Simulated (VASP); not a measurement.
Wanted: the native input for a VASP 6.6.1 run.

```yaml
Task: relaxation of cell and atoms
Functional: PBE
Potentials_or_basis: VASP PAW PBE potentials, release 64 (Mo_sv)
Cutoff: 600 eV
k_mesh: 9 × 9 × 2
Occupations: gaussian, width 0.1 eV
Spin: no spin polarisation
Dipole_correction: no
Further_INCAR_settings: ALGO = Fast; EDIFF = 1e-06; IBRION = 2; EDIFFG = -0.04; NSW = 90; ISIF = 3
```

The structure of Mo lies in POSCAR:

```
Mo
1.0
    2.8379710606      0.0000000000      0.0000000000
   -1.4189855303      2.4577550337      0.0000000000
    0.0000000000      0.0000000000      9.1343004985
Mo
4
Direct
    0.0000000000      0.0000000000      0.0000000000
    0.0000000000      0.0000000000      0.5000000000
    0.3333333333      0.6666666667      0.7500000000
    0.6666666667      0.3333333333      0.2500000000
```

This isn't the form of Mo at room conditions, which is bcc.

The input as run:

INCAR

```
SYSTEM = Mo
ALGO = Fast
EDIFF = 1E-6
EDIFFG = -0.04
ENCUT = 600
GGA = PE
IBRION = 2
ISIF = 3
ISMEAR = 0
LASPH = .TRUE.
LCHARG = .FALSE.
LREAL = .FALSE.
LWAVE = .FALSE.
NELM = 80
NSW = 90
PREC = Accurate
SIGMA = 0.1
```

KPOINTS

```
k-points
0
G
  9 9 2
  0 0 0
```

Potentials or basis: VASP PAW PBE potentials, release 64 (Mo_sv).

The run is started by

```console
$ cat potpaw_PBE.64/Mo_sv/POTCAR > POTCAR
$ mpirun -np 1 vasp_std > vasp.out
```

It gave:

```yaml
Relaxed_volume: 16.07 Å³/atom
Relaxed_cell: a = 2.775 Å, b = 2.775 Å, c = 9.640 Å, α = 90.00°, β = 90.00°, γ = 120.00°
Space_group_after_relaxing_to_0.1_Å: P6_3/mmc (No. 194)
Energy_gained_by_relaxing: 19.8 meV/atom
Ionic_steps: 10
Pressure_after_relaxing: -0.1 GPa
Band_gap_on_the_k_mesh: zero (bands 28 and 29 overlap by 1.58 eV)
```

Wall time 3.5 min on 1 thread of Intel(R) Xeon(R) 6975P-C (Granite Rapids), with other jobs on the host, peak memory 0.23 GiB.
